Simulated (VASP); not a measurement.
A run of VASP 6.6.1:

File POSCAR:

```
TiO2
1.0
    2.6711600402     -2.6712510909     -0.0201684190
    2.6711600402      2.6712510909     -0.0201684190
   -2.6353413730      0.0000000000      4.8120473783
Ti O
2 4
Direct
    0.1372631479      0.9119003892      0.2745817685
    0.8750252533      0.1249747467      0.7500000000
    0.3322819419      0.0822483592      0.6645446501
    0.6677180581      0.9177516408      0.3354553499
    0.9177516408      0.6677180581      0.8354553499
    0.0822483592      0.3322819419      0.1645446501
```

Contents of INCAR.step1:

```
ALGO     = Normal         # electronic algorithm
EDIFF    = 1E-4           # SCF threshold, eV
ENCUT    = 520            # plane-wave cutoff, eV
GGA      = PE             # functional
ISMEAR   = 0              # smearing method
LASPH    = True           # aspherical terms in the spheres
LCHARG   = False          # write CHGCAR
LREAL    = False          # projectors in reciprocal space
LWAVE    = True           # write WAVECAR
NBANDS   = 33             # bands
NELM     = 80             # most SCF steps
PREC     = Accurate       # precision mode
SIGMA    = 0.05           # smearing width, eV
```

File INCAR.step2:

```
ALGO     = Normal         # electronic algorithm
EDIFF    = 1E-7           # SCF threshold, eV
ENCUT    = 520            # plane-wave cutoff, eV
ISIF     = 2              # what is computed and relaxed
ISMEAR   = 0              # smearing method
ISTART   = 1            
LASPH    = True           # aspherical terms in the spheres
LCHARG   = True           # write CHGCAR
LELF     = True           # ELF
LMIXTAU  = True         
LREAL    = False          # projectors in reciprocal space
LVHAR    = True         
LWAVE    = False          # write WAVECAR
METAGGA  = R2SCAN         # meta-GGA
NBANDS   = 33             # bands
NELM     = 80             # most SCF steps
PREC     = Accurate       # precision mode
SIGMA    = 0.05           # smearing width, eV
```

KPOINTS

```
k-points
0
Gamma
  6 6 6
```

Potentials or basis: VASP PAW PBE potentials, release 64 (Ti_sv, O).

Run with:

```bash
$ cat potpaw_PBE.64/Ti_sv/POTCAR potpaw_PBE.64/O/POTCAR > POTCAR
$ cp INCAR.step1 INCAR
$ mpirun -np 1 vasp_std > vasp.out
$ cp INCAR.step2 INCAR
$ mpirun -np 1 vasp_std > vasp.out
```

Hardware: 1 thread of Intel(R) Xeon(R) Platinum 8488C (Sapphire Rapids), with other jobs on the host.

Problem. Estimate the wall time of this run.

Solution. Wall time 14 min on 1 thread of Intel(R) Xeon(R) Platinum 8488C (Sapphire Rapids), on a shared host, peak memory 0.32 GiB. Counts: k points 112.
